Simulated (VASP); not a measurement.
# Mo (Im-3m) in VASP: further runs

Mo is run at these levels: PBEsol; tasks: single point.

Everything below comes from runs of VASP 6.6.1. Logs are shortened: lines on timing, memory, paths and dates and some standing lists are left out, and cuts for length are marked.

## (1) The cell of the first run

Symmetry: Im-3m, No. 229, cubic system. The conventional cell has a = 3.178 Å, b = 3.178 Å, c = 3.178 Å, α = 90.00°, β = 90.00°, γ = 90.00°. Within 3.6 Å of Mo (site symmetry m-3m) lie 14 Mo at 2.75 to 3.18 Å.

## (2) Single point, PBEsol

Contents of INCAR:

```
SYSTEM = Mo
  PREC = Accurate
  ENCUT = 520
  EDIFF = 1E-7
  ISMEAR = -1
  SIGMA = 0.1
  LREAL = .FALSE.
  LASPH = .TRUE.
  NELM = 100
  ALGO = Normal
  ISIF = 2
  LWAVE = .FALSE.
  LCHARG = .FALSE.
  GGA = PS
  NBANDS = 13
```

Contents of KPOINTS:

```
regular mesh
0
G
  10 10 10
  0 0 0
```

Contents of POSCAR:

```
Mo
1.0
   -1.5889943795      1.5889943795      1.5889943795
    1.5889943795     -1.5889943795      1.5889943795
    1.5889943795      1.5889943795     -1.5889943795
Mo
1
Direct
    0.0000000000      0.0000000000      0.0000000000
```

Potentials or basis: VASP PAW PBE potentials, release 64 (Mo_sv).

Command:

```console
$ cat potpaw_PBE.64/Mo_sv/POTCAR > POTCAR
$ mpirun -np 1 vasp_std > vasp.out
```

OUTCAR:

```text
SYSTEM = Mo
   PREC = Accurate
   ENCUT = 520
   EDIFF = 1E-7
   ISMEAR = -1
   LREAL = .FALSE.
   LASPH = .TRUE.
   NELM = 100
   ISIF = 2
   GGA = PS

 ion  position               nearest neighbor table
   1  0.000  0.000  0.000-

  LATTYP: Found a body centered cubic cell.
 ALAT       =     3.1779887590

  Lattice vectors:

 A1 = (  -1.5889943795,   1.5889943795,   1.5889943795)
 A2 = (   1.5889943795,  -1.5889943795,   1.5889943795)
 A3 = (   1.5889943795,   1.5889943795,  -1.5889943795)

Analysis of symmetry for initial positions (statically):
=====================================================================
 Subroutine PRICEL returns:
 Original cell was already a primitive cell.

 Routine SETGRP: Setting up the symmetry group for a
 body centered cubic supercell.

 Subroutine GETGRP returns: Found 48 space group operations
 (whereof 48 operations were pure point group operations)
 out of a pool of 48 trial point group operations.

The static configuration has the point symmetry O_h .

Analysis of symmetry for dynamics (positions and initial velocities):
=====================================================================
 Subroutine PRICEL returns:
 Original cell was already a primitive cell.

 Routine SETGRP: Setting up the symmetry group for a
 body centered cubic supercell.

 Subroutine GETGRP returns: Found 48 space group operations
 (whereof 48 operations were pure point group operations)
 out of a pool of 48 trial point group operations.

The dynamic configuration has the point symmetry O_h .

 Subroutine INISYM returns: Found 48 space group operations
 (whereof 48 operations are pure point group operations),
 and found     1 'primitive' translations

----------------------------------------------------------------------------------------

                                     Primitive cell

  volume of cell :      16.0482

  direct lattice vectors                    reciprocal lattice vectors
    -1.588994380  1.588994380  1.588994380     0.000000000  0.314664423  0.314664423
     1.588994380 -1.588994380  1.588994380     0.314664423  0.000000000  0.314664423
     1.588994380  1.588994380 -1.588994380     0.314664423  0.314664423  0.000000000

  length of vectors
     2.752218998  2.752218998  2.752218998     0.445002695  0.445002695  0.445002695

  position of ions in fractional coordinates (direct lattice)
     0.000000000  0.000000000  0.000000000

  ion indices of the primitive-cell ions
   primitive index   ion index
                 1           1

----------------------------------------------------------------------------------------

 KPOINTS: regular mesh

Automatic generation of k-mesh.
 Grid dimensions read from file:
 generate k-points for:   10   10   10

 Generating k-lattice:

  Cartesian coordinates                     Fractional coordinates (reciprocal lattice)
     0.000000000  0.031466442  0.031466442     0.100000000  0.000000000  0.000000000
     0.031466442  0.000000000  0.031466442     0.000000000  0.100000000  0.000000000
     0.031466442  0.031466442  0.000000000     0.000000000  0.000000000  0.100000000

  Length of vectors
     0.044500269  0.044500269  0.044500269

  Shift w.r.t. Gamma in fractional coordinates (k-lattice)
     0.000000000  0.000000000  0.000000000

 Subroutine IBZKPT returns following result:
 ===========================================

 Found     47 irreducible k-points:

 Following reciprocal coordinates:
            Coordinates               Weight
  0.000000  0.000000  0.000000      1.000000
  0.100000  0.000000  0.000000     12.000000
  0.200000  0.000000  0.000000     12.000000
  0.300000  0.000000  0.000000     12.000000
  0.400000  0.000000  0.000000     12.000000
  0.500000  0.000000  0.000000      6.000000
[... 16 lines left out ...]
  0.300000  0.300000  0.100000      8.000000
 -0.300000  0.300000  0.100000     24.000000
 [... further k-points ...]
   k-points           NKPTS =     47   k-points in BZ     NKDIM =     47   number of bands    NBANDS=     13
   number of dos      NEDOS =    301   number of ions     NIONS =      1
   total plane-waves  NPLWV =   8000
   dimension x,y,z NGX =    20 NGY =   20 NGZ =   20
   dimension x,y,z NGXF=    40 NGYF=   40 NGZF=   40
   ions per type =               1
   NGX,Y,Z   is equivalent  to a cutoff of  12.08, 12.08, 12.08 a.u.
   NGXF,Y,Z  is equivalent  to a cutoff of  24.16, 24.16, 24.16 a.u.
 SYSTEM =  Mo
   PREC   = accura    normal or accurate (medium, high low for compatibility)
   ISTART =      0    job   : 0-new  1-cont  2-samecut
   ICHARG =      2    charge: 1-file 2-atom 10-const
   ISPIN  =      1    spin polarized calculation?
   LNONCOLLINEAR =      F non collinear calculations
   LSORBIT =      F    spin-orbit coupling
   LASPH  =      T    aspherical Exc in radial PAW
   ENCUT  =  520.0 eV  38.22 Ry    6.18 a.u.   5.12  5.12  5.12*2*pi/ulx,y,z
   NELM   =    100;   NELMIN=  2; NELMDL= -5     # of ELM steps
   EDIFF  = 0.1E-06   stopping-criterion for ELM
   LREAL  =      F    real-space projection
   EDIFFG = 0.1E-05   stopping-criterion for IOM
   NSW    =      0    number of steps for IOM
   IBRION =     -1    ionic relax: 0-MD 1-quasi-New 2-CG
   NFREE  =      0    steps in history (QN), initial steepest desc. (CG)
   ISIF   =      2    stress and relaxation
   ISYM   =      2    0-nonsym 1-usesym 2-fastsym
   POTIM  = 0.5000    time-step for ionic-motion
   TEBEG  =    0.0;   TEEND  =   0.0 temperature during run
   PSTRESS=    0.0 pullay stress
   NELECT =      14.0000    total number of electrons
   NUPDOWN=      -1.0000    fix difference up-down
   EMIN   =  10.00;   EMAX   =-10.00  energy-range for DOS
   EFERMI =   0.00;   METHOD = LEGACY
   ISMEAR =    -1;   SIGMA  =   0.10  broadening in eV -4-tet -1-fermi 0-gaus
   EFERMI_NEDOS =   21; number of points for ismear=-14 and -15
   IALGO  =     38    algorithm
   IMIX   =      4    mixing-type and parameters
     AMIX     =   0.40;   BMIX     =  1.00
     AMIX_MAG =   1.60;   BMIX_MAG =  1.00
  volume/ion in A,a.u.               =      16.05       108.30
  Fermi-wavevector in a.u.,A,eV,Ry     =   1.564258  2.956020 33.292153  2.446904
  Thomas-Fermi vector in A             =   2.666909
   LORBIT       =      0    0 simple, 1 ext, 2 COOP (PROOUT), +10 PAW based schemes
   GGA     = PS    functional components
   LHFCALC =     F    Hartree Fock is set to
   AEXX    =    0.0000 exact exchange contribution
   IVDW    =     0    specifies the selected vdW correction
   LEPSILON=     F    determine dielectric tensor
   LRPA    =     F    only Hartree local field effects (RPA)
 non-spin polarized calculation
  energy-cutoff  :      520.00
  volume of cell :       16.05
 maximum number of plane-waves:       445
   NGX = 11   NGY = 11   NGZ = 11

 number of electron      14.0000006 magnetization

 Free energy of the ion-electron system (eV)
  ---------------------------------------------------
  ext. energy  EPLUGINS =         0.00000000
  ---------------------------------------------------
  free energy    TOTEN  =       -11.75283991 eV

  energy without entropy =      -11.72143650  energy(sigma->0) =      -11.73713820

 E-fermi :  12.1193     XC(G=0): -13.3788

 val. band max:       12.0733489745   @ k =  -0.2000   0.2000   0.1000
 cond. band min:      12.1400124010   @ k =  -0.3000   0.3000   0.3000
 fundamental gap:      0.0666634265
 Fermi energy:        12.1193096934

 k-point     1 :       0.0000    0.0000    0.0000
  band No.  band energies     occupation
      1     -49.1303      2.00000
      2     -22.4768      2.00000
      3     -22.4768      2.00000
      4     -22.4768      2.00000
      5       4.8499      2.00000
      6      10.7370      2.00000
      7      10.7370      2.00000
      8      10.7370      2.00000
      9      13.6551      0.00000
     10      13.6551      0.00000
     11      26.8129      0.00000
     12      26.8129      0.00000
     13      26.8129      0.00000

 k-point     2 :       0.1000    0.0000    0.0000
  band No.  band energies     occupation
      1     -49.1078      2.00000
      2     -22.6088      2.00000
      3     -22.5178      2.00000
      4     -22.4778      2.00000
      5       5.2717      2.00000
      6      10.5046      2.00000
      7      10.6875      2.00000
      8      11.1368      1.99989
      9      13.3508      0.00001
     10      13.6649      0.00000
     11      27.0972      0.00000
     12      27.5287      0.00000
     13      27.5659      0.00000

 k-point     3 :       0.2000    0.0000    0.0000
  band No.  band energies     occupation
      1     -49.0485      2.00000
      2     -22.9456      2.00000
      3     -22.6238      2.00000
      4     -22.4802      2.00000
      5       6.3111      2.00000
      6       9.9514      2.00000
      7      10.4879      2.00000
      8      12.2811      0.33106
      9      13.0750      0.00014
     10      13.7346      0.00000
     11      27.2110      0.00000
     12      28.4035      0.00000
     13      29.5035      0.00000

 k-point     4 :       0.3000    0.0000    0.0000
  band No.  band energies     occupation
      1     -48.9744      2.00000
      2     -23.3462      2.00000
      3     -22.7521      2.00000
      4     -22.4833      2.00000
      5       7.0757      2.00000
      6       9.3522      2.00000
      7      10.8643      1.99999
      8      13.3199      0.00001
      9      13.9171      0.00000
     10      13.9797      0.00000
     11      25.9688      0.00000
     12      26.9013      0.00000
     13      32.3457      0.00000

 k-point     5 :       0.4000    0.0000    0.0000
  band No.  band energies     occupation
      1     -48.9136      2.00000
      2     -23.6592      2.00000
      3     -22.8540      2.00000
      4     -22.4859      2.00000
      5       6.9915      2.00000
      6       8.9188      2.00000
      7      12.3997      0.11421
      8      13.7029      0.00000
      9      14.1607      0.00000
     10      15.7750      0.00000
     11      24.4840      0.00000
     12      24.5110      0.00000
     13      30.4174      0.00000
[... 257 lines left out ...]
 k-point    22 :      -0.2000    0.2000    0.1000
  band No.  band energies     occupation
      1     -49.0282      2.00000
      2     -22.9471      2.00000
      3     -22.6672      2.00000
      4     -22.5817      2.00000
      5       6.6825      2.00000
      6      10.3120      2.00000
      7      10.5443      2.00000
      8      12.0733      1.22584
      9      12.1466      0.86461
     10      14.3232      0.00000
     11      27.9670      0.00000
     12      28.5812      0.00000
     13      29.9800      0.00000

 k-point    23 :       0.3000    0.3000    0.1000
  band No.  band energies     occupation
      1     -48.8711      2.00000
      2     -23.3073      2.00000
      3     -23.3073      2.00000
      4     -22.7592      2.00000
      5       8.4622      2.00000
      6       9.8827      2.00000
      7       9.8827      2.00000
      8      14.2611      0.00000
      9      14.2611      0.00000
     10      21.5597      0.00000
     11      22.3341      0.00000
     12      22.3341      0.00000
     13      26.5274      0.00000

 k-point    24 :      -0.3000    0.3000    0.1000
  band No.  band energies     occupation
      1     -48.9561      2.00000
      2     -23.3278      2.00000
      3     -22.7977      2.00000
      4     -22.5800      2.00000
      5       7.4468      2.00000
      6       9.7520      2.00000
      7      10.4039      2.00000
      8      12.5682      0.02222
      9      13.8542      0.00000
     10      14.6094      0.00000
     11      26.1068      0.00000
     12      27.6007      0.00000
     13      31.6483      0.00000

 [... further k-points ...]

------------------------ aborting loop because EDIFF is reached ----------------------------------------

  FORCE on cell =-STRESS in cart. coord.  units (eV):
  Direction    XX          YY          ZZ          XY          YZ          ZX
  --------------------------------------------------------------------------------------
  -------------------------------------------------------------------------------------
  Total       -1.1290808     -1.1290808     -1.1290808     -0.0000000     -0.0000000      0.0000000
  in kB     -112.7219639   -112.7219639   -112.7219639     -0.0000000     -0.0000000      0.0000000
  external PRESSURE =    -112.7219639 kB  Pullay stress =       0.0000000 kB

 VOLUME and BASIS-vectors are now :
 -----------------------------------------------------------------------------
  energy-cutoff  :      520.00
  volume of cell :       16.05
      direct lattice vectors                 reciprocal lattice vectors
    -1.588994380  1.588994380  1.588994380     0.000000000  0.314664423  0.314664423
     1.588994380 -1.588994380  1.588994380     0.314664423  0.000000000  0.314664423
     1.588994380  1.588994380 -1.588994380     0.314664423  0.314664423  0.000000000

 POSITION                                       TOTAL-FORCE (eV/Angst)
 -----------------------------------------------------------------------------------
      0.00000      0.00000      0.00000         0.000000      0.000000      0.000000
 -----------------------------------------------------------------------------------
    total drift:                                0.000000     -0.000000      0.000000

  FREE ENERGIE OF THE ION-ELECTRON SYSTEM (eV)
  ---------------------------------------------------
  free  energy   TOTEN  =       -11.7528399097 eV

  energy  without entropy=      -11.7214365001  energy(sigma->0) =      -11.73713820
```

It took 7.1 s on 1 thread of AMD EPYC 7R43 (Zen 3), shared host; peak memory 0.09 GiB.

What came out:

- Free energy: -11.7528 eV
- Pressure: -11.3 GPa
- Band gap on the k mesh: zero (band 7 reaches 15.92 eV, above the bottom of band 8 at 10.74 eV)

Levels at points of the mesh, in eV from the Fermi level:
| k point | band 5 | band 6 | band 7 | band 8 | band 9 | band 10 |
| --- | --- | --- | --- | --- | --- | --- |
| (0.00, 0.00, 0.00) | -7.27 | -1.38 | -1.38 | -1.38 | 1.54 | 1.54 |
| (0.50, 0.00, 0.00) | -5.27 | -3.36 | 1.44 | 1.56 | 2.16 | 4.53 |
| (0.50, 0.50, 0.50) | -5.34 | -5.34 | 3.80 | 3.80 | 3.80 | 8.75 |

Caveat: the PAW data sets were made with another functional, which shifts forces and pressure a little.

## (3) Single point, PBEsol

This run uses another cell than the first one, of 16.52 Å³/atom, 1.029 times its volume.

Contents of INCAR:

```
SYSTEM = Mo
ALGO = Normal
EDIFF = 1E-7
ENCUT = 520
GGA = PS
ISIF = 2
ISMEAR = -1
LASPH = .TRUE.
LCHARG = .FALSE.
LREAL = .FALSE.
LWAVE = .FALSE.
NBANDS = 13
NELM = 100
PREC = Accurate
SIGMA = 0.1
```

Contents of KPOINTS:

```
k-points
0
G
  10 10 10
  0 0 0
```

Contents of POSCAR:

```
Mo
1.0
   -1.6042741090      1.6042741090      1.6042741090
    1.6042741090     -1.6042741090      1.6042741090
    1.6042741090      1.6042741090     -1.6042741090
Mo
1
Direct
    0.0000000000      0.0000000000      0.0000000000
```

Potentials or basis: VASP PAW PBE potentials, release 64 (Mo_sv).

Command:

```console
$ cat potpaw_PBE.64/Mo_sv/POTCAR > POTCAR
$ mpirun -np 1 vasp_std > vasp.out
```

Wall time 10 s (1 thread of AMD EPYC 7R43 (Zen 3), shared host); peak memory 0.1 GiB.

Results (log left out):

| Item | Value |
| --- | --- |
| Free energy | -11.7110 eV |
| Pressure | -17.4 GPa |
| Band gap on the k mesh | zero (band 7 reaches 15.31 eV, above the bottom of band 8 at 10.34 eV) |

Levels at points of the mesh, in eV from the Fermi level:
```csv
k point,band 4,band 5,band 6,band 7,band 8,band 9,band 10,band 11
"(0.00, 0.00, 0.00)",-34.65,-7.16,-1.32,-1.32,-1.32,1.49,1.49,14.66
"(0.50, 0.00, 0.00)",-34.66,-5.09,-3.22,1.35,1.50,2.08,4.35,10.75
"(0.50, 0.50, 0.50)",-35.47,-5.12,-5.12,3.65,3.65,3.65,8.55,8.55
```

Caveat: the PAW data sets were made with another functional, which shifts forces and pressure a little.
